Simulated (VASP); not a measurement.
Write the native input for VASP 6.6.1 that does the following.

* Task: single point
* Functional: r2SCAN
* Potentials or basis: VASP PAW PBE potentials, release 64 (Cd, S)
* Cutoff: 520 eV
* k mesh: 8 × 8 × 8
* Occupations: gaussian, width 0.05 eV
* Spin: no spin polarisation
* Dipole correction: no
* Further INCAR settings: ALGO = Normal; EDIFF = 1e-07; NBANDS = 16

Crystal: CdS.

```xyz
2
Lattice="0.0000 2.9100 2.6772 2.9100 0.0000 2.6772 2.9100 2.9100 0.0000" Properties=species:S:1:pos:R:3 pbc="T T T"
Cd    0.0000    0.0000    0.0000
S     4.3650    4.3650    4.0158
```

This cell differs from its parent crystal: strain +0.000 along x and y, -0.080 along z.

The input as run:

POSCAR

```
CdS
1.0
    0.0000000000      2.9100000000      2.6772000000
    2.9100000000      0.0000000000      2.6772000000
    2.9100000000      2.9100000000      0.0000000000
Cd S
1 1
Direct
    0.0000000000      0.0000000000      0.0000000000
    0.7500000000      0.7500000000      0.7500000000
```

INCAR.step1

```
SYSTEM = CdS
  PREC = Accurate
  ENCUT = 520
  ISMEAR = 0
  SIGMA = 0.05
  LREAL = .FALSE.
  LASPH = .TRUE.
  NELM = 80
  NBANDS = 16
  GGA = PE
  ALGO = Normal
  EDIFF = 1E-4
  LWAVE = .TRUE.
  LCHARG = .FALSE.
```

INCAR.step2

```
SYSTEM = CdS
  PREC = Accurate
  ENCUT = 520
  EDIFF = 1E-7
  ISMEAR = 0
  SIGMA = 0.05
  LREAL = .FALSE.
  LASPH = .TRUE.
  NELM = 80
  ALGO = Normal
  ISIF = 2
  LWAVE = .FALSE.
  LCHARG = .FALSE.
  METAGGA = R2SCAN
  LMIXTAU = .TRUE.
  NBANDS = 16
  ISTART = 1
```

KPOINTS

```
regular mesh
0
G
  8 8 8
  0 0 0
```

Potentials or basis: VASP PAW PBE potentials, release 64 (Cd, S).

The run is started by

```sh
$ cat potpaw_PBE.64/Cd/POTCAR potpaw_PBE.64/S/POTCAR > POTCAR
$ cp INCAR.step1 INCAR
$ mpirun -np 1 vasp_std > vasp.out
$ cp INCAR.step2 INCAR
$ mpirun -np 1 vasp_std > vasp.out
```

It gave:

- Pressure: 9.0 GPa
- Band gap on the k mesh: 1.65 eV

Caveat: the cell differs from its parent crystal (strain +0.000 along x and y, -0.080 along z); the cell stands under pressure; the PAW data sets were made with another functional, which shifts forces and pressure a little.

Wall time 78 s on 1 thread of Intel(R) Xeon(R) 6975P-C (Granite Rapids), on a shared host, peak memory 0.19 GiB.
